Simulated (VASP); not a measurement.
# Si4Cl in VASP: notebook

The runs below take Si4Cl through single point, with PBE+D3(BJ).

Program: VASP 6.6.1. These are calculated values, not measurements. Logs are shortened: lines on timing, memory, paths and dates and some standing lists are left out, and cuts for length are marked.

**1. The cell of the first run**

The cell holds a slab with vacuum, 5 atoms: a = 3.833 Å, b = 3.833 Å, c = 21.008 Å, α = 90.00°, β = 90.00°, γ = 120.00°.

**2. Single point, PBE+D3(BJ), collinear spin**

The input, INCAR:

```
SYSTEM = Si4Cl
PREC = Accurate ; ENCUT = 400
EDIFF = 1E-6 ; ISMEAR = 0
SIGMA = 0.05 ; LREAL = .FALSE.
LASPH = .TRUE. ; NELM = 200
ALGO = Normal ; ISIF = 2
LWAVE = .FALSE. ; LCHARG = .TRUE.
ISPIN = 2 ; MAGMOM = 0 0 0 0 1
LORBIT = 11 ; LDIPOL = .TRUE.
IDIPOL = 3 ; DIPOL = 0.5 0.5 0.333
GGA = PE ; IVDW = 12
LELF = .TRUE. ; LVHAR = .TRUE.
LVACPOTAV = .TRUE. ; NBANDS = 24
GGA_COMPAT = .FALSE. ; NELMDL = -8
```

The input, KPOINTS:

```
regular mesh
0
G
  9 9 1
  0 0 0
```

The input, POSCAR:

```
Si4Cl
1.0
    3.8333442603      0.0000000000      0.0000000000
   -1.9166721302      3.3197735109      0.0000000000
    0.0000000000      0.0000000000     21.0083834853
Si Cl
4 1
Direct
    0.3333333333      0.6666666667      0.1904001801
    0.0000000000      0.0000000000      0.2276461739
    0.0000000000      0.0000000000      0.3452231042
    0.6666666667      0.3333333333      0.3764394101
    0.6666666667      0.3333333333      0.5239995497
```

Potentials or basis: VASP PAW PBE potentials, release 64 (Si, Cl).

On the command line:

```
cat potpaw_PBE.64/Si/POTCAR potpaw_PBE.64/Cl/POTCAR > POTCAR
mpirun -np 1 vasp_std > vasp.out
```

OUTCAR:

```text
SYSTEM = Si4Cl
   PREC = Accurate
   ENCUT = 400
   EDIFF = 1E-6
   ISMEAR = 0
   LREAL = .FALSE.
   LASPH = .TRUE.
   NELM = 200
   ISIF = 2
   ISPIN = 2
   LORBIT = 11
   GGA = PE
   IVDW = 12
   NELMDL = -8
 IVDW          = 12

 ion  position               nearest neighbor table
   1  0.333  0.667  0.190-   2 2.35   2 2.35   2 2.35
   2  0.000  0.000  0.228-   1 2.35   1 2.35   1 2.35   3 2.47
   3  0.000  0.000  0.345-   4 2.31   4 2.31   4 2.31   2 2.47
   4  0.667  0.333  0.376-   3 2.31   3 2.31   3 2.31
   5  0.667  0.333  0.524-

  LATTYP: Found a hexagonal cell.
 ALAT       =     3.8333442603
 C/A-ratio  =     5.4804322437

  Lattice vectors:

 A1 = (   3.8333442603,   0.0000000000,   0.0000000000)
 A2 = (  -1.9166721302,   3.3197735109,   0.0000000000)
 A3 = (   0.0000000000,   0.0000000000,  21.0083834853)

Analysis of symmetry for initial positions (statically):
=====================================================================
 Subroutine PRICEL returns:
 Original cell was already a primitive cell.

 Routine SETGRP: Setting up the symmetry group for a
 hexagonal supercell.

 Subroutine GETGRP returns: Found  6 space group operations
 (whereof  6 operations were pure point group operations)
 out of a pool of 24 trial point group operations.

The static configuration has the point symmetry C_3v.

Analysis of symmetry for dynamics (positions and initial velocities):
=====================================================================
 Subroutine PRICEL returns:
 Original cell was already a primitive cell.

 Routine SETGRP: Setting up the symmetry group for a
 hexagonal supercell.

 Subroutine GETGRP returns: Found  6 space group operations
 (whereof  6 operations were pure point group operations)
 out of a pool of 24 trial point group operations.

The dynamic configuration has the point symmetry C_3v.

Analysis of structural, dynamic, and magnetic symmetry:
=====================================================================
 Subroutine PRICEL returns:
 Original cell was already a primitive cell.

 Routine SETGRP: Setting up the symmetry group for a
 hexagonal supercell.

 Subroutine GETGRP returns: Found  6 space group operations
 (whereof  6 operations were pure point group operations)
 out of a pool of 24 trial point group operations.

The overall configuration has the point symmetry C_3v.

 Subroutine INISYM returns: Found  6 space group operations
 (whereof  6 operations are pure point group operations),
 and found     1 'primitive' translations

----------------------------------------------------------------------------------------

                                     Primitive cell

  volume of cell :     267.3492

  direct lattice vectors                    reciprocal lattice vectors
     3.833344260  0.000000000  0.000000000     0.260868822  0.150612684  0.000000000
    -1.916672130  3.319773511  0.000000000     0.000000000  0.301225369  0.000000000
     0.000000000  0.000000000 21.008383485     0.000000000  0.000000000  0.047600045

  length of vectors
     3.833344260  3.833344260 21.008383485     0.301225369  0.301225369  0.047600045

  position of ions in fractional coordinates (direct lattice)
     0.333333333  0.666666667  0.190400180
     0.000000000  0.000000000  0.227646174
     0.000000000  0.000000000  0.345223104
     0.666666667  0.333333333  0.376439410
     0.666666667  0.333333333  0.523999550

  ion indices of the primitive-cell ions
   primitive index   ion index
                 1           1
                 2           2
                 3           3
                 4           4
                 5           5

----------------------------------------------------------------------------------------

 KPOINTS: regular mesh

Automatic generation of k-mesh.
 Grid dimensions read from file:
 generate k-points for:    9    9    1

 Generating k-lattice:

  Cartesian coordinates                     Fractional coordinates (reciprocal lattice)
     0.028985425  0.016734743  0.000000000     0.111111111  0.000000000  0.000000000
     0.000000000  0.033469485  0.000000000     0.000000000  0.111111111  0.000000000
     0.000000000  0.000000000  0.047600045     0.000000000  0.000000000  1.000000000

  Length of vectors
     0.033469485  0.033469485  0.047600045

  Shift w.r.t. Gamma in fractional coordinates (k-lattice)
     0.000000000  0.000000000  0.000000000

 Subroutine IBZKPT returns following result:
 ===========================================

 Found     12 irreducible k-points:

 Following reciprocal coordinates:
            Coordinates               Weight
  0.000000  0.000000  0.000000      1.000000
  0.111111  0.000000  0.000000      6.000000
  0.222222  0.000000  0.000000      6.000000
  0.333333  0.000000  0.000000      6.000000
  0.444444  0.000000  0.000000      6.000000
  0.111111  0.111111  0.000000      6.000000
  0.222222  0.111111  0.000000     12.000000
  0.333333  0.111111  0.000000     12.000000
  0.444444  0.111111  0.000000      6.000000
  0.222222  0.222222  0.000000      6.000000
  0.333333  0.222222  0.000000     12.000000
  0.333333  0.333333  0.000000      2.000000
   k-points           NKPTS =     12   k-points in BZ     NKDIM =     12   number of bands    NBANDS=     24
   number of dos      NEDOS =    301   number of ions     NIONS =      5
   total plane-waves  NPLWV = 109760
   dimension x,y,z NGX =    28 NGY =   28 NGZ =  140
   dimension x,y,z NGXF=    56 NGYF=   56 NGZF=  280
   ions per type =               4   1
   NGX,Y,Z   is equivalent  to a cutoff of  12.14, 12.14, 11.08 a.u.
   NGXF,Y,Z  is equivalent  to a cutoff of  24.29, 24.29, 22.16 a.u.
 SYSTEM =  Si4Cl
   PREC   = accura    normal or accurate (medium, high low for compatibility)
   ISTART =      0    job   : 0-new  1-cont  2-samecut
   ICHARG =      2    charge: 1-file 2-atom 10-const
   ISPIN  =      2    spin polarized calculation?
   LNONCOLLINEAR =      F non collinear calculations
   LSORBIT =      F    spin-orbit coupling
   LASPH  =      T    aspherical Exc in radial PAW
   ENCUT  =  400.0 eV  29.40 Ry    5.42 a.u.   6.25  6.25 34.26*2*pi/ulx,y,z
   NELM   =    200;   NELMIN=  2; NELMDL= -8     # of ELM steps
   EDIFF  = 0.1E-05   stopping-criterion for ELM
   LREAL  =      F    real-space projection
   EDIFFG = 0.1E-04   stopping-criterion for IOM
   NSW    =      0    number of steps for IOM
   IBRION =     -1    ionic relax: 0-MD 1-quasi-New 2-CG
   NFREE  =      0    steps in history (QN), initial steepest desc. (CG)
   ISIF   =      2    stress and relaxation
   ISYM   =      2    0-nonsym 1-usesym 2-fastsym
   POTIM  = 0.5000    time-step for ionic-motion
   TEBEG  =    0.0;   TEEND  =   0.0 temperature during run
   PSTRESS=    0.0 pullay stress
   NELECT =      23.0000    total number of electrons
   NUPDOWN=      -1.0000    fix difference up-down
   EMIN   =  10.00;   EMAX   =-10.00  energy-range for DOS
   EFERMI =   0.00;   METHOD = LEGACY
   ISMEAR =     0;   SIGMA  =   0.05  broadening in eV -4-tet -1-fermi 0-gaus
   EFERMI_NEDOS =   21; number of points for ismear=-14 and -15
   IALGO  =     38    algorithm
   IMIX   =      4    mixing-type and parameters
     AMIX     =   0.40;   BMIX     =  1.00
     AMIX_MAG =   1.60;   BMIX_MAG =  1.00
  volume/ion in A,a.u.               =      53.47       360.83
  Fermi-wavevector in a.u.,A,eV,Ry     =   0.722700  1.365704  7.106251  0.522295
  Thomas-Fermi vector in A             =   1.812729
   LORBIT       =     11    0 simple, 1 ext, 2 COOP (PROOUT), +10 PAW based schemes
   GGA     = PE    functional components
   LHFCALC =     F    Hartree Fock is set to
   AEXX    =    0.0000 exact exchange contribution
   IVDW    =    12    specifies the selected vdW correction
   LEPSILON=     F    determine dielectric tensor
   LRPA    =     F    only Hartree local field effects (RPA)
 spin polarized calculation
 Gauss-broadening in eV      SIGMA  =   0.05
  energy-cutoff  :      400.00
  volume of cell :      267.35
 maximum number of plane-waves:      4893
 NGX is ok and might be reduce to    28
   NGX = 13   NGY = 13   NGZ = 69

 dipolmoment           0.000000      0.000000     -0.016176 electrons x Angstroem

 number of electron      23.0000000 magnetization       0.9999270

 dipolmoment           0.000000      0.000000      0.201174 electrons x Angstroem

 Free energy of the ion-electron system (eV)
  ---------------------------------------------------
  ext. energy  EPLUGINS =         0.00000000
  ---------------------------------------------------
  free energy    TOTEN  =       -21.29272771 eV

  energy without entropy =      -21.28856057  energy(sigma->0) =      -21.29064414

 E-fermi :  -2.1025     XC(G=0):  -4.4215

 val. band max:       -2.1080420514   @ k =   0.2222   0.0000   0.0000
 cond. band min:      -2.0716871170   @ k =   0.1111   0.0000   0.0000
 fundamental gap:      0.0363549344
 Fermi energy:        -2.1024917307

 spin component 1

 k-point     1 :       0.0000    0.0000    0.0000
  band No.  band energies     occupation
      1     -15.2864      1.00000
      2     -13.5804      1.00000
      3     -12.3821      1.00000
      4      -7.2480      1.00000
      5      -4.2909      1.00000
      6      -3.1914      1.00000
[... 15 lines left out ...]
     22       4.9949      0.00000
     23       5.5125      0.00000

 k-point     2 :       0.1111    0.0000    0.0000
  band No.  band energies     occupation
      1     -15.2625      1.00000
      2     -13.4362      1.00000
      3     -12.2374      1.00000
      4      -7.1848      1.00000
      5      -4.2990      1.00000
      6      -4.1702      1.00000
[... 15 lines left out ...]
     22       4.5471      0.00000
     23       5.0602      0.00000
[... 232 lines left out ...]
     22       5.6251      0.00000
     23       6.1892      0.00000

 k-point    12 :       0.3333    0.3333    0.0000
  band No.  band energies     occupation
      1     -15.0497      1.00000
      2     -10.6821      1.00000
      3      -9.8452      1.00000
      4      -9.4196      1.00000
      5      -8.8739      1.00000
      6      -6.4474      1.00000
[... 15 lines left out ...]
     22       5.1462      0.00000
     23       5.1765      0.00000
 Fermi energy:        -2.1024917307

 spin component 2

 k-point     1 :       0.0000    0.0000    0.0000
  band No.  band energies     occupation
      1     -14.8610      1.00000
      2     -13.5064      1.00000
      3     -12.2645      1.00000
      4      -7.0536      1.00000
      5      -4.0126      1.00000
      6      -3.1483      1.00000
[... 15 lines left out ...]
     22       5.0727      0.00000
     23       5.6717      0.00000

 k-point     2 :       0.1111    0.0000    0.0000
  band No.  band energies     occupation
      1     -14.8359      1.00000
      2     -13.3626      1.00000
      3     -12.1194      1.00000
      4      -6.9919      1.00000
      5      -4.1608      1.00000
      6      -3.9882      1.00000
[... 15 lines left out ...]
     22       4.7141      0.00000
     23       5.2019      0.00000
[... 232 lines left out ...]
     22       5.8593      0.00000
     23       6.3493      0.00000

 k-point    12 :       0.3333    0.3333    0.0000
  band No.  band energies     occupation
      1     -14.6135      1.00000
      2     -10.6091      1.00000
      3      -9.8424      1.00000
      4      -9.1174      1.00000
      5      -8.8318      1.00000
      6      -6.4056      1.00000
[... 15 lines left out ...]
     22       5.2319      0.00000
     23       5.3895      0.00000
 [bands above 23 left out]

------------------------ aborting loop because EDIFF is reached ----------------------------------------

 Edisp (eV)   -1.17950

 E8    (eV) :    -0.4975

  FORCE on cell =-STRESS in cart. coord.  units (eV):
  Direction    XX          YY          ZZ          XY          YZ          ZX
  --------------------------------------------------------------------------------------
  -------------------------------------------------------------------------------------
  Total      -0.20443    -0.20443    -6.23281     0.00000     0.00000     0.00000
  in kB      -1.22513    -1.22513   -37.35213     0.00000     0.00000     0.00000
  external pressure =      -13.27 kB  Pullay stress =        0.00 kB

 VOLUME and BASIS-vectors are now :
 -----------------------------------------------------------------------------
  energy-cutoff  :      400.00
  volume of cell :      267.35
      direct lattice vectors                 reciprocal lattice vectors
     3.833344260  0.000000000  0.000000000     0.260868822  0.150612684  0.000000000
    -1.916672130  3.319773511  0.000000000     0.000000000  0.301225369  0.000000000
     0.000000000  0.000000000 21.008383485     0.000000000  0.000000000  0.047600045

 POSITION                                       TOTAL-FORCE (eV/Angst)
 -----------------------------------------------------------------------------------
     -0.00000      2.21318      4.00000         0.000000     -0.000000      0.427803
      0.00000      0.00000      4.78248         0.000000     -0.000000     -0.134748
      0.00000      0.00000      7.25258         0.000000     -0.000000     -0.225647
      1.91667      1.10659      7.90838         0.000000     -0.000000      1.581158
      1.91667      1.10659     11.00838        -0.000000      0.000000     -1.648566
 -----------------------------------------------------------------------------------
    total drift:                               -0.000000      0.000000     -0.000119

  FREE ENERGIE OF THE ION-ELECTRON SYSTEM (eV)
  ---------------------------------------------------
  free  energy   TOTEN  =       -22.4722259188 eV

  energy  without entropy=      -22.4680587875  energy(sigma->0) =      -22.47014235

 vacuum level on the upper side and lower side of the slab         5.715         2.854

 total charge

# of ion       s       p       d       tot
------------------------------------------
    1        0.797   0.853   0.000   1.650
    2        0.765   0.893   0.000   1.658
    3        0.762   0.928   0.000   1.691
    4        0.788   0.835   0.000   1.623
    5        1.620   3.315   0.000   4.935
--------------------------------------------------
tot          4.733   6.824   0.000  11.557

 magnetization (x)

# of ion       s       p       d       tot
------------------------------------------
    1        0.027   0.131   0.000   0.158
    2        0.001   0.005   0.000   0.006
    3        0.006   0.025   0.000   0.031
    4        0.001  -0.002   0.000  -0.001
    5        0.006   0.325   0.000   0.332
--------------------------------------------------
tot          0.042   0.484   0.000   0.526
```

Run time: 9.5 min. Hardware: 1 thread of AMD EPYC 7R13, shared host; peak memory 0.43 GiB.

What came out:

```yaml
Free_energy: -22.4722 eV
Largest_force: 1.649 eV/Å
Band_gap_on_the_k_mesh: zero (filled and empty bands overlap)
Net_moment: 1.00 μB per cell
Site_moments: Si +0.16, +0.01, +0.03, -0.00; Cl +0.33 μB
Valence_electrons_inside_the_program's_atomic_spheres: Si 1.65, 1.66, 1.69, 1.62; Cl 4.93
Dispersion_energy_per_atom: -0.236 eV
```

Forces on the atoms (eV/Å):
```
Si   0.000  0.000  0.428
Si   0.000  0.000 -0.135
Si   0.000  0.000 -0.226
Si   0.000  0.000  1.581
Cl   0.000  0.000 -1.649
```

**3. Single point, PBE+D3(BJ), collinear spin**

The input, INCAR:

```
SYSTEM = Si4Cl
  ALGO = Normal
  DIPOL = 0.5 0.5 0.333
  EDIFF = 1E-6
  ENCUT = 400
  GGA = PE
  GGA_COMPAT = .FALSE.
  IDIPOL = 3
  ISIF = 2
  ISMEAR = 0
  ISPIN = 2
  IVDW = 12
  LASPH = .TRUE.
  LCHARG = .FALSE.
  LDIPOL = .TRUE.
  LORBIT = 11
  LREAL = .FALSE.
  LWAVE = .FALSE.
  MAGMOM = 0 0 0 0 1
  NBANDS = 24
  NELM = 200
  NELMDL = -8
  PREC = Accurate
  SIGMA = 0.05
```

The input, KPOINTS:

```
k-points
0
G
  9 9 1
  0 0 0
```

Edit POSCAR of step 2 so:

```diff
@@ -12,2 +12,2 @@
     0.6666666667      0.3333333333      0.3764394101
-    0.6666666667      0.3333333333      0.5239995497
+    1.0000000000      1.0000000000      0.5239995497
```

Potentials or basis: VASP PAW PBE potentials, release 64 (Si, Cl).

On the command line:

```
cat potpaw_PBE.64/Si/POTCAR potpaw_PBE.64/Cl/POTCAR > POTCAR
mpirun -np 1 vasp_std > vasp.out
```

It took 8.4 min on 1 thread of AMD EPYC 7R13, shared host; peak memory 0.43 GiB.

The run converged. Its results:

| Property | Result |
| --- | --- |
| Free energy | -21.9936 eV |
| Largest force | 0.676 eV/Å |
| Net moment | 0.86 μB per cell |
| Site moments | Si +0.07, -0.00, +0.01, -0.01; Cl +0.50 μB |
| Valence electrons inside the program's atomic spheres | Si 1.65, 1.66, 1.68, 1.64; Cl 4.93 |
| Dispersion energy per atom | -0.238 eV |

Forces on the atoms (eV/Å):
```
Si   0.000  0.000  0.501
Si   0.000  0.000 -0.276
Si   0.000  0.000 -0.005
Si   0.000  0.000  0.455
Cl   0.000  0.000 -0.676
```

Levels at points of the mesh, in eV from the Fermi level:
Spin up:
```
           k point  band 10  band 11  band 12  band 13  band 14  band 15
(0.00, 0.00, 0.00)    -0.47    -0.14    -0.14     1.59     2.57     2.92
```
Spin down:
| k point | band 7 | band 8 | band 9 | band 10 | band 11 | band 12 | band 13 | band 14 | band 15 | band 16 |
| --- | --- | --- | --- | --- | --- | --- | --- | --- | --- | --- |
| (0.00, 0.00, 0.00) | -0.90 | -0.39 | -0.11 | -0.11 | 0.31 | 0.31 | 1.65 | 2.59 | 3.04 | 3.30 |

Caveat: a moment this small can come from the mesh or the smearing.

**4. Single point, PBE+D3(BJ), collinear spin**

The input, INCAR:

```
SYSTEM = Si4Cl
PREC = Accurate
ENCUT = 400
EDIFF = 1E-6
ISMEAR = 0
SIGMA = 0.05
LREAL = .FALSE.
LASPH = .TRUE.
NELM = 200
ALGO = Normal
ISIF = 2
LWAVE = .FALSE.
LCHARG = .FALSE.
ISPIN = 2
MAGMOM = 0 0 0 0 1
LORBIT = 11
LDIPOL = .TRUE.
IDIPOL = 3
DIPOL = 0.5 0.5 0.333
GGA = PE
IVDW = 12
NBANDS = 24
GGA_COMPAT = .FALSE.
NELMDL = -8
```

The input, KPOINTS:

```
Automatic mesh
0
G
  9 9 1
  0 0 0
```

Edit POSCAR of step 3 so:

```diff
@@ -12,2 +12,2 @@
     0.6666666667      0.3333333333      0.3764394101
-    1.0000000000      1.0000000000      0.5239995497
+    1.3333333333      0.6666666667      0.5239995497
```

On the command line:

```
cat potpaw_PBE.64/Si/POTCAR potpaw_PBE.64/Cl/POTCAR > POTCAR
mpirun -np 1 vasp_std > vasp.out
```

It took 9.2 min on 1 thread of AMD EPYC 7R13, shared host; peak memory 0.44 GiB.

The run converged. Its results:

```
Free energy                                           : -22.0231 eV
Largest force                                         : 0.745 eV/Å
Band gap on the k mesh                                : zero (filled and empty bands overlap)
Net moment                                            : 1.00 μB per cell
Site moments                                          : Si +0.11, +0.00, +0.02, -0.01; Cl +0.49 μB
Valence electrons inside the program's atomic spheres : Si 1.65, 1.66, 1.69, 1.63; Cl 4.93
Dispersion energy per atom                            : -0.238 eV
```

Forces on the atoms (eV/Å):
```
Si   0.000  0.000  0.462
Si   0.000  0.000 -0.253
Si   0.000  0.000 -0.028
Si   0.000  0.000  0.563
Cl   0.000  0.000 -0.745
```

Levels at points of the mesh, in eV from the Fermi level:
Spin up:
```tsv
k point	band 8	band 9	band 10	band 11	band 12	band 13	band 14	band 15	band 16	band 17
(0.00, 0.00, 0.00)	-0.72	-0.48	-0.48	-0.19	-0.19	1.51	2.57	2.86	3.27	3.27
```
Spin down:
```tsv
k point	band 7	band 8	band 9	band 10	band 11	band 12	band 13	band 14	band 15	band 16
(0.00, 0.00, 0.00)	-0.91	-0.39	-0.12	-0.12	0.29	0.29	1.61	2.63	3.05	3.29
```

**5. Summary**

```csv
cell,gap on the mesh (eV),moment (μB),largest force (eV/Å)
"as given, atomic positions A",none,1.00,1.65
"as given, atomic positions B",none,0.86,0.68
"as given, atomic positions C",none,1.00,0.74
```

Alike in all rows: task single point; level PBE+D3(BJ); potentials or basis VASP PAW PBE potentials, release 64 (Si, Cl); spin collinear; k mesh 9 × 9 × 1; cutoff (eV) 400; smearing gaussian 0.05 eV.

Caveats: a moment this small can come from the mesh or the smearing (at least some runs).

Total energies depend on the potentials used, so only differences within one code and one set of settings carry meaning.

The gap in the log of VASP goes by the Fermi energy; the results here count the filled bands.